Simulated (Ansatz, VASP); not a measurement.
**Two plane-wave programs on NbH**

File POSCAR:

```
NbH
1.0
   -1.6202452965      1.6202452965      2.0007009255
    1.6202452965     -1.6202452965      2.0007009255
    1.6202452965      1.6202452965     -2.0007009255
Nb H
1 1
Direct
    0.0000000000      0.0000000000      0.0000000000
    0.5000000000      0.5000000000      0.0000000000
```

INCAR.step1

```
PREC = Accurate
ENCUT = 520
ISMEAR = -1
SIGMA = 0.1
LREAL = F
LASPH = T
NELM = 100
NBANDS = 14
GGA = PE
ALGO = Normal
EDIFF = 1E-4
LWAVE = T
LCHARG = F
```

Contents of INCAR.step2:

```
PREC = Accurate
ENCUT = 520
EDIFF = 1E-6
ISMEAR = -1
SIGMA = 0.1
LREAL = F
LASPH = T
NELM = 100
ALGO = Normal
ISIF = 2
LWAVE = F
LCHARG = F
METAGGA = R2SCAN
LMIXTAU = T
NBANDS = 14
ISTART = 1
```

Contents of KPOINTS:

```
Automatic mesh
0
Gamma
  10 10 10
```

Input for Ansatz:

```yaml
crystal:
  lattice:
    - [-1.620245296503593, 1.620245296503593, 2.00070092553248]
    - [1.620245296503593, -1.620245296503593, 2.00070092553248]
    - [1.620245296503593, 1.620245296503593, -2.00070092553248]
  atoms:
    - { symbol: Nb, position: [0.0, 0.0, 0.0] }
    - { symbol: H, position: [0.5, 0.5, 0.0] }
basis:
  ecutwfc: 600.0
kpoints:
  mp_grid:
    grid: [10, 10, 10]
hamiltonian:
  xc: r2scan
  pseudopotentials:
    kind: paw
scf:
  occupations:
    method: fermi_dirac
    width: 0.1
output:
  stress: true
```

Alike in both runs: task single point; functional r2SCAN; k mesh 10 × 10 × 10; occupations fermi-dirac, width 0.1 eV; no spin polarisation.

|  | VASP | Ansatz |
| --- | --- | --- |
| version | VASP 6.6.1 | Ansatz 0.2.0 |
| potentials or method | VASP PAW PBE potentials, release 64 (Nb_sv, H), cutoff 520 eV | plane waves, PAW |
| valence electrons in the cell | 14 | 14 |

Ansatz gave:

- pressure (GPa): -8.0
- traceless stress, the component that is largest in VASP (GPa): -1.00

**Question.** What did VASP give for the same quantities?

**Answer.** Pressure (GPa): -8.3; traceless stress, the component that is largest in VASP (GPa): -0.95.

VASP's potentials were made for PBE, not for r2SCAN. With one functional, cell and mesh, what is left measures potentials, basis and numerics.
